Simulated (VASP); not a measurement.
# GdN (Fm-3m) in VASP: a series of runs

GdN is run at these levels: PBE; tasks: single point.

Program: VASP 6.6.1. These are calculated values, not measurements. Logs are shortened: lines on timing, memory, paths and dates and some standing lists are left out, and cuts for length are marked.

### 1 The cell of the first run

Symmetry: Fm-3m, No. 225, cubic system. The conventional cell has a = 4.984 Å, b = 4.984 Å, c = 4.984 Å, α = 90.00°, β = 90.00°, γ = 90.00°. Within 3.3 Å of Gd (site symmetry m-3m) lie 6 N at 2.49 Å. Within 3.3 Å of N (site symmetry m-3m) lie 6 Gd at 2.49 Å.

### 2 Single point, PBE, collinear spin, ferromagnetic start

INCAR reads:

```
ALGO     = Normal         # electronic algorithm
EDIFF    = 1E-7           # SCF threshold, eV
ENCUT    = 520            # plane-wave cutoff, eV
GGA      = PE             # functional
ISIF     = 2              # what is computed and relaxed
ISMEAR   = 0              # smearing method
ISPIN    = 2              # spin polarisation
LASPH    = T              # aspherical terms in the spheres
LCHARG   = T              # write CHGCAR
LELF     = T              # ELF
LMAXMIX  = 6              # l up to which the mixer works
LORBIT   = 11             # projections on sites
LREAL    = F              # projectors in reciprocal space
LVHAR    = T            
LWAVE    = F              # write WAVECAR
MAGMOM   = 7.55 0         # initial moments
NBANDS   = 22             # bands
NELM     = 150            # most SCF steps
PREC     = Accurate       # precision mode
SIGMA    = 0.1            # smearing width, eV
```

KPOINTS reads:

```
k-points
0
Gamma
  12 12 12
```

POSCAR reads:

```
GdN
1.0
    3.5245063085      0.0000000000      0.0000000000
   -1.7622531543      3.0523119990      0.0000000000
    1.7622531543      1.0174373330      2.8777473504
Gd N
1 1
Direct
    0.0000000000      0.5000000000      0.5000000000
    0.0000000000      0.0000000000      0.0000000000
```

Potentials or basis: VASP PAW PBE potentials, release 64 (Gd, N).

Run with:

```sh
cat potpaw_PBE.64/Gd/POTCAR potpaw_PBE.64/N/POTCAR > POTCAR
mpirun -np 1 vasp_std > vasp.out
```

OUTCAR:

```text
EDIFF = 1E-7
   ENCUT = 520
   GGA = PE
   ISIF = 2
   ISMEAR = 0
   ISPIN = 2
   LASPH = T
   LORBIT = 11
   LREAL = F
   NELM = 150
   PREC = Accurate

 ion  position               nearest neighbor table
   1  0.000  0.500  0.500-   2 2.49   2 2.49   2 2.49   2 2.49   2 2.49   2 2.49
   2  0.000  0.000  0.000-   1 2.49   1 2.49   1 2.49   1 2.49   1 2.49   1 2.49

  LATTYP: Found a face centered cubic cell.
 ALAT       =     4.9844046222

  Lattice vectors:

 A1 = (  -3.5245063085,  -0.0000000000,   0.0000000000)
 A2 = (  -1.7622531542,   1.0174373330,   2.8777473504)
 A3 = (  -1.7622531543,   3.0523119990,   0.0000000000)

Analysis of symmetry for initial positions (statically):
=====================================================================
 Subroutine PRICEL returns:
 Original cell was already a primitive cell.

 Routine SETGRP: Setting up the symmetry group for a
 face centered cubic supercell.

 Subroutine GETGRP returns: Found 48 space group operations
 (whereof 48 operations were pure point group operations)
 out of a pool of 48 trial point group operations.

The static configuration has the point symmetry O_h .

Analysis of symmetry for dynamics (positions and initial velocities):
=====================================================================
 Subroutine PRICEL returns:
 Original cell was already a primitive cell.

 Routine SETGRP: Setting up the symmetry group for a
 face centered cubic supercell.

 Subroutine GETGRP returns: Found 48 space group operations
 (whereof 48 operations were pure point group operations)
 out of a pool of 48 trial point group operations.

The dynamic configuration has the point symmetry O_h .

Analysis of structural, dynamic, and magnetic symmetry:
=====================================================================
 Subroutine PRICEL returns:
 Original cell was already a primitive cell.

 Routine SETGRP: Setting up the symmetry group for a
 face centered cubic supercell.

 Subroutine GETGRP returns: Found 48 space group operations
 (whereof 48 operations were pure point group operations)
 out of a pool of 48 trial point group operations.

The overall configuration has the point symmetry O_h .

 Subroutine INISYM returns: Found 48 space group operations
 (whereof 48 operations are pure point group operations),
 and found     1 'primitive' translations

----------------------------------------------------------------------------------------

                                     Primitive cell

  volume of cell :      30.9585

  direct lattice vectors                    reciprocal lattice vectors
     3.524506308  0.000000000  0.000000000     0.283727681  0.163810253 -0.231662681
    -1.762253154  3.052311999  0.000000000     0.000000000  0.327620505 -0.115831341
     1.762253154  1.017437333  2.877747350     0.000000000  0.000000000  0.347494022

  length of vectors
     3.524506308  3.524506309  3.524506309     0.401251534  0.347494022  0.347494022

  position of ions in fractional coordinates (direct lattice)
     1.000000000  0.500000000  0.500000000
     0.000000000  0.000000000  0.000000000

  ion indices of the primitive-cell ions
   primitive index   ion index
                 1           1
                 2           2

----------------------------------------------------------------------------------------

 KPOINTS: k-points

Automatic generation of k-mesh.
 Grid dimensions read from file:
 generate k-points for:   12   12   12

 Generating k-lattice:

  Cartesian coordinates                     Fractional coordinates (reciprocal lattice)
     0.023643973  0.013650854 -0.019305223     0.083333333 -0.000000000  0.000000000
     0.000000000  0.027301709 -0.009652612     0.000000000  0.083333333  0.000000000
     0.000000000  0.000000000  0.028957835     0.000000000  0.000000000  0.083333333

  Length of vectors
     0.033437628  0.028957835  0.028957835

  Shift w.r.t. Gamma in fractional coordinates (k-lattice)
     0.000000000  0.000000000  0.000000000

 Subroutine IBZKPT returns following result:
 ===========================================

 Found     72 irreducible k-points:

 Following reciprocal coordinates:
            Coordinates               Weight
  0.000000  0.000000  0.000000      1.000000
  0.083333  0.000000 -0.000000      6.000000
  0.166667  0.000000 -0.000000      6.000000
  0.250000  0.000000 -0.000000      6.000000
  0.333333  0.000000 -0.000000      6.000000
  0.416667 -0.000000 -0.000000      6.000000
[... 16 lines left out ...]
  0.166667  0.250000 -0.000000     24.000000
  0.250000  0.250000 -0.000000     24.000000
 [... further k-points ...]
   k-points           NKPTS =     72   k-points in BZ     NKDIM =     72   number of bands    NBANDS=     22
   number of dos      NEDOS =    301   number of ions     NIONS =      2
   total plane-waves  NPLWV =  21952
   dimension x,y,z NGX =    28 NGY =   28 NGZ =   28
   dimension x,y,z NGXF=    56 NGYF=   56 NGZF=   56
   ions per type =               1   1
   NGX,Y,Z   is equivalent  to a cutoff of  13.21, 13.21, 13.21 a.u.
   NGXF,Y,Z  is equivalent  to a cutoff of  26.41, 26.41, 26.41 a.u.
 SYSTEM =  unknown system
   PREC   = accura    normal or accurate (medium, high low for compatibility)
   ISTART =      0    job   : 0-new  1-cont  2-samecut
   ICHARG =      2    charge: 1-file 2-atom 10-const
   ISPIN  =      2    spin polarized calculation?
   LNONCOLLINEAR =      F non collinear calculations
   LSORBIT =      F    spin-orbit coupling
   LASPH  =      T    aspherical Exc in radial PAW
   ENCUT  =  520.0 eV  38.22 Ry    6.18 a.u.   6.55  6.55  6.55*2*pi/ulx,y,z
   NELM   =    150;   NELMIN=  2; NELMDL= -5     # of ELM steps
   EDIFF  = 0.1E-06   stopping-criterion for ELM
   LREAL  =      F    real-space projection
   EDIFFG = 0.1E-05   stopping-criterion for IOM
   NSW    =      0    number of steps for IOM
   IBRION =     -1    ionic relax: 0-MD 1-quasi-New 2-CG
   NFREE  =      0    steps in history (QN), initial steepest desc. (CG)
   ISIF   =      2    stress and relaxation
   ISYM   =      2    0-nonsym 1-usesym 2-fastsym
   POTIM  = 0.5000    time-step for ionic-motion
   TEBEG  =    0.0;   TEEND  =   0.0 temperature during run
   PSTRESS=    0.0 pullay stress
   NELECT =      23.0000    total number of electrons
   NUPDOWN=      -1.0000    fix difference up-down
   EMIN   =  10.00;   EMAX   =-10.00  energy-range for DOS
   EFERMI =   0.00;   METHOD = LEGACY
   ISMEAR =     0;   SIGMA  =   0.10  broadening in eV -4-tet -1-fermi 0-gaus
   EFERMI_NEDOS =   21; number of points for ismear=-14 and -15
   IALGO  =     38    algorithm
   IMIX   =      4    mixing-type and parameters
     AMIX     =   0.40;   BMIX     =  1.00
     AMIX_MAG =   1.60;   BMIX_MAG =  1.00
  volume/ion in A,a.u.               =      15.48       104.46
  Fermi-wavevector in a.u.,A,eV,Ry     =   1.482714  2.801924 29.911616  2.198442
  Thomas-Fermi vector in A             =   2.596466
   LORBIT       =     11    0 simple, 1 ext, 2 COOP (PROOUT), +10 PAW based schemes
   GGA     = PE    functional components
   LHFCALC =     F    Hartree Fock is set to
   AEXX    =    0.0000 exact exchange contribution
   IVDW    =     0    specifies the selected vdW correction
   LEPSILON=     F    determine dielectric tensor
   LRPA    =     F    only Hartree local field effects (RPA)
 spin polarized calculation
 Gauss-broadening in eV      SIGMA  =   0.10
  energy-cutoff  :      520.00
  volume of cell :       30.96
 maximum number of plane-waves:       869
 NGX is ok and might be reduce to    28
   NGX = 13   NGY = 13   NGZ = 13

 number of electron      23.0000006 magnetization       7.0000070

 Free energy of the ion-electron system (eV)
  ---------------------------------------------------
  ext. energy  EPLUGINS =         0.00000000
  ---------------------------------------------------
  free energy    TOTEN  =       -23.21655668 eV

  energy without entropy =      -23.21619028  energy(sigma->0) =      -23.21637348

 E-fermi :   3.9703     XC(G=0): -11.5828

 val. band max:        3.8675525452   @ k =   0.0000   0.0833  -0.0000
 cond. band min:       3.9743699046   @ k =   0.0833   0.0000  -0.0000
 fundamental gap:      0.1068173593
 Fermi energy:         3.9702711722

 spin component 1

 k-point     1 :       0.0000    0.0000    0.0000
  band No.  band energies     occupation
      1     -39.8407      1.00000
      2     -16.8366      1.00000
      3     -16.8366      1.00000
      4     -16.8366      1.00000
      5      -9.1349      1.00000
      6       0.3101      1.00000
[... 14 lines left out ...]
     21       8.5463      0.00000
     22      14.5788      0.00000

 k-point     2 :       0.0833    0.0000   -0.0000
  band No.  band energies     occupation
      1     -39.8325      1.00000
      2     -16.9251      1.00000
      3     -16.8601      1.00000
      4     -16.8601      1.00000
      5      -8.9776      1.00000
      6       0.2803      1.00000
[... 14 lines left out ...]
     21       9.5228      0.00000
     22      15.1587      0.00000

 k-point     3 :       0.1667    0.0000   -0.0000
  band No.  band energies     occupation
      1     -39.8102      1.00000
      2     -17.1399      1.00000
      3     -16.9241      1.00000
      4     -16.9241      1.00000
      5      -8.6402      1.00000
      6       0.2240      1.00000
[... 14 lines left out ...]
     21      11.5142      0.00000
     22      16.6764      0.00000
[... 476 lines left out ...]
 k-point    23 :       0.1667    0.2500   -0.0000
  band No.  band energies     occupation
      1     -39.7529      1.00000
      2     -17.7385      1.00000
      3     -17.0364      1.00000
      4     -17.0022      1.00000
      5      -7.9308      1.00000
      6       0.1598      1.00000
[... 14 lines left out ...]
     21      13.7228      0.00000
     22      16.9542      0.00000

 k-point    24 :       0.2500    0.2500   -0.0000
  band No.  band energies     occupation
      1     -39.7336      1.00000
      2     -17.7282      1.00000
      3     -17.2157      1.00000
      4     -17.0574      1.00000
      5      -8.0980      1.00000
      6       0.3403      1.00000
[... 14 lines left out ...]
     21      14.3891      0.00000
     22      15.7174      0.00000

 [... further k-points ...]

 spin component 2

 k-point     1 :       0.0000    0.0000    0.0000
  band No.  band energies     occupation
      1     -36.7431      1.00000
      2     -14.5900      1.00000
      3     -14.5900      1.00000
      4     -14.5900      1.00000
      5      -9.1265      1.00000
      6       3.0538      1.00000
[... 14 lines left out ...]
     21       9.5094      0.00000
     22      15.5284      0.00000

 k-point     2 :       0.0833    0.0000   -0.0000
  band No.  band energies     occupation
      1     -36.7325      1.00000
      2     -14.7216      1.00000
      3     -14.6193      1.00000
      4     -14.6193      1.00000
      5      -8.9323      1.00000
      6       2.4766      1.00000
[... 14 lines left out ...]
     21      10.4157      0.00000
     22      16.0943      0.00000

 k-point     3 :       0.1667    0.0000   -0.0000
  band No.  band energies     occupation
      1     -36.7038      1.00000
      2     -15.0198      1.00000
      3     -14.6987      1.00000
      4     -14.6987      1.00000
      5      -8.5406      1.00000
      6       1.5402      1.00000
[... 14 lines left out ...]
     21      12.2845      0.00000
     22      17.5951      0.00000
[... 476 lines left out ...]
 k-point    23 :       0.1667    0.2500   -0.0000
  band No.  band energies     occupation
      1     -36.6294      1.00000
      2     -15.7868      1.00000
      3     -14.8329      1.00000
      4     -14.7900      1.00000
      5      -7.7983      1.00000
      6       0.7603      1.00000
[... 14 lines left out ...]
     21      14.5695      0.00000
     22      18.0276      0.00000

 k-point    24 :       0.2500    0.2500   -0.0000
  band No.  band energies     occupation
      1     -36.6045      1.00000
      2     -15.7526      1.00000
      3     -15.0631      1.00000
      4     -14.8584      1.00000
      5      -8.0272      1.00000
      6       1.2819      1.00000
[... 14 lines left out ...]
     21      15.3703      0.00000
     22      16.6666      0.00000

 [... further k-points ...]
[... 5 lines left out ...]
  --------------------------------------------------------------------------------------
  -------------------------------------------------------------------------------------
  Total        0.0064751      0.0064751      0.0064751     -0.0000000      0.0000000      0.0000000
  in kB        0.3351032      0.3351032      0.3351032     -0.0000000      0.0000000      0.0000000
  external PRESSURE =       0.3351032 kB  Pullay stress =       0.0000000 kB

 VOLUME and BASIS-vectors are now :
 -----------------------------------------------------------------------------
  energy-cutoff  :      520.00
  volume of cell :       30.96
      direct lattice vectors                 reciprocal lattice vectors
     3.524506308  0.000000000  0.000000000     0.283727681  0.163810253 -0.231662681
    -1.762253154  3.052311999  0.000000000     0.000000000  0.327620505 -0.115831341
     1.762253154  1.017437333  2.877747350     0.000000000  0.000000000  0.347494022

 POSITION                                       TOTAL-FORCE (eV/Angst)
 -----------------------------------------------------------------------------------
      0.00000      2.03487      1.43887        -0.000000     -0.000000      0.000000
      0.00000      0.00000      0.00000         0.000000      0.000000      0.000000
 -----------------------------------------------------------------------------------
    total drift:                               -0.000000      0.000000      0.000000

  FREE ENERGIE OF THE ION-ELECTRON SYSTEM (eV)
  ---------------------------------------------------
  free  energy   TOTEN  =       -23.2165566816 eV

  energy  without entropy=      -23.2161902805  energy(sigma->0) =      -23.21637348

 total charge

# of ion       s       p       d       f       tot
--------------------------------------------------
    1        2.034   5.663   0.532   6.999  15.228
    2        1.250   2.384   0.000   0.000   3.633
--------------------------------------------------
tot          3.284   8.046   0.532   6.999  18.861

 magnetization (x)

# of ion       s       p       d       f       tot
--------------------------------------------------
    1       -0.005  -0.081   0.083   6.807   6.804
    2       -0.007  -0.078   0.000   0.000  -0.085
--------------------------------------------------
tot         -0.012  -0.158   0.083   6.807   6.719
```

It took 7.9 min on 1 thread of Intel Xeon Platinum 8375C at 2.90GHz (Ice Lake), shared host; peak memory 0.25 GiB.

What came out:

```yaml
Free_energy: -23.2166 eV
Pressure: 0.0 GPa
Band_gap_on_the_k_mesh: zero (filled and empty bands overlap)
Net_moment: 7.00 μB per cell
Site_moments: Gd +6.80; N -0.09 μB
Valence_electrons_inside_the_program's_atomic_spheres: Gd 15.23; N 3.63
```

Caveat: spin-orbit coupling is left out, which moves the levels of the heavy elements; a cell with one magnetic atom can't hold antiferromagnetic order, which such compounds often take; semilocal functionals describe open f shells poorly, which spoils levels, moments and volumes.

### 3 Single point, PBE, collinear spin, ferromagnetic start

INCAR reads:

```
PREC = Accurate
ENCUT = 520
EDIFF = 1E-6
ISMEAR = 0
SIGMA = 0.1
LREAL = False
LASPH = True
NELM = 150
ALGO = Normal
ISIF = 2
LWAVE = False
LCHARG = True
ISPIN = 2
MAGMOM = 7.55 0
LORBIT = 11
LMAXMIX = 6
GGA = PE
LELF = True
LVHAR = True
NBANDS = 22
```

KPOINTS reads:

```
Automatic mesh
0
Gamma
  14 14 14
```

POSCAR reads:

```
GdN
1.0
    0.0000000000      2.4922023111      2.4922023111
    2.4922023111      0.0000000000      2.4922023111
    2.4922023111      2.4922023111      0.0000000000
Gd N
1 1
Direct
    0.5000000000      0.5000000000      0.5000000000
    0.0000000000      0.0000000000      0.0000000000
```

Potentials or basis: VASP PAW PBE potentials, release 64 (Gd, N).

Run with:

```sh
cat potpaw_PBE.64/Gd/POTCAR potpaw_PBE.64/N/POTCAR > POTCAR
mpirun -np 1 vasp_std > vasp.out
```

It took 7 min on 1 thread of Intel Xeon Platinum 8375C at 2.90GHz (Ice Lake), shared host; peak memory 0.28 GiB.

Results (log left out):

* Free energy: -23.2168 eV
* Pressure: 0.2 GPa
* Band gap on the k mesh: zero (filled and empty bands overlap)
* Net moment: 7.00 μB per cell
* Site moments: Gd +6.80; N -0.08 μB
* Valence electrons inside the program's atomic spheres: Gd 15.23; N 3.62

Levels at points of the mesh, in eV from the Fermi level:
Spin up:
| k point | band 13 | band 14 | band 15 | band 16 | band 17 | band 18 |
| --- | --- | --- | --- | --- | --- | --- |
| (0.00, 0.00, 0.00) | 0.19 | 0.19 | 0.19 | 2.42 | 2.42 | 2.42 |
| (0.50, 0.00, 0.00) | -3.28 | -2.65 | -2.65 | 5.03 | 5.79 | 5.79 |
| (0.50, 0.50, 0.00) | -1.53 | -0.55 | -0.26 | -0.26 | 6.43 | 6.47 |
Spin down:
```
           k point  band 4  band 5  band 6  band 7  band 8  band 9  band 10  band 11  band 12  band 13
(0.00, 0.00, 0.00)  -18.59  -13.10   -0.93   -0.93   -0.93    1.61     2.15     2.15     2.15     2.79
(0.50, 0.00, 0.00)  -18.70  -11.18   -4.16   -2.52   -2.52    1.75     1.85     1.85     2.08     2.08
(0.50, 0.50, 0.00)  -19.02  -12.82   -1.18   -0.87   -0.87    0.16     1.90     1.96     2.00     2.00
```

Caveat: spin-orbit coupling is left out, which moves the levels of the heavy elements; a cell with one magnetic atom can't hold antiferromagnetic order, which such compounds often take; semilocal functionals describe open f shells poorly, which spoils levels, moments and volumes. With open d or f shells a metallic result of PBE can be an artefact of self-interaction; +U or a hybrid may open a gap.
